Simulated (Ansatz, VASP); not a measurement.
**Two plane-wave programs on KTaO3**

```
K Ta O
1.0
     3.38755    0.00000    0.00000
     0.00000    3.98536    0.00000
     0.00000    0.00000    3.98536
K Ta O
1 1 3
Direct
  0.50000 0.50000 0.50000
  0.00000 0.00000 0.00000
  0.50000 0.00000 0.00000
  0.00000 0.50000 0.00000
  0.00000 0.00000 0.50000
```

Change from the starting cell: normal strain along x -0.1500, normal strain along z +0.0000.

Alike in both runs: task single point; functional PBEsol; k mesh 8 × 8 × 8; occupations gaussian, width 0.05 eV; no spin polarisation.

|  | VASP | Ansatz |
| --- | --- | --- |
| version | VASP 6.6.1 | Ansatz 0.2.0 |
| potentials or method | VASP PAW PBE potentials, release 64 (K_sv, Ta_sv_GW, O), cutoff 700 eV | scalar-relativistic, plane waves, PAW |
| valence electrons in the cell | 40 | 40 |

Ansatz gave:

```
gap on the k mesh at the Fermi level (eV)                     : 1.75
least direct gap on the mesh (eV)                             : 1.75
pressure (GPa)                                                : 63.5
traceless stress, the component that is largest in VASP (GPa) : 93.72
```

Question: What did VASP give for the same quantities?

Answer: gap on the k mesh at the Fermi level (eV): 1.72; least direct gap on the mesh (eV): 1.72; pressure (GPa): 64.9; traceless stress, the component that is largest in VASP (GPa): 95.07.

VASP's potentials were made for PBE, not for PBEsol. Both programs put the cell under a high pressure, so it lies far from rest at this level.

Neither program's run includes spin-orbit coupling. Noted on VASP's run: the cell as given lies far from equilibrium.
